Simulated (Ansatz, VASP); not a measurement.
**C: VASP beside Ansatz**

```
C
1.0
     0.00000    1.78340    1.78340
     1.78340    0.00000    1.78340
     1.78340    1.78340    0.00000
C
2
Direct
  0.50000 0.50000 0.50000
  0.75000 0.75000 0.75000
```

Alike in both runs: task single point; functional LDA; k mesh 8 × 8 × 8; occupations gaussian, width 0.1 eV; no spin polarisation.

|  | VASP | Ansatz |
| --- | --- | --- |
| version | VASP 6.6.1 | Ansatz 0.2.0 |
| potentials or method | VASP PAW LDA potentials, release 64 (C_h), cutoff 910 eV | scalar-relativistic, plane waves, PAW |
| valence electrons in the cell | 8 | 8 |

|  | VASP | Ansatz | Ansatz less VASP |
| --- | --- | --- | --- |
| gap on the k mesh at the Fermi level (eV) | 4.10 | 4.11 | +0.005 |
| least direct gap on the mesh (eV) | 5.54 | 5.54 | -0.004 |

Ansatz warns that its potentials were made for another functional, while VASP's fit it. LDA's correlation is that of Perdew and Zunger in VASP and of Perdew and Wang (1992) in Ansatz.

Noted on VASP's run: the cutoff is short for stress, so the pressure is rough.
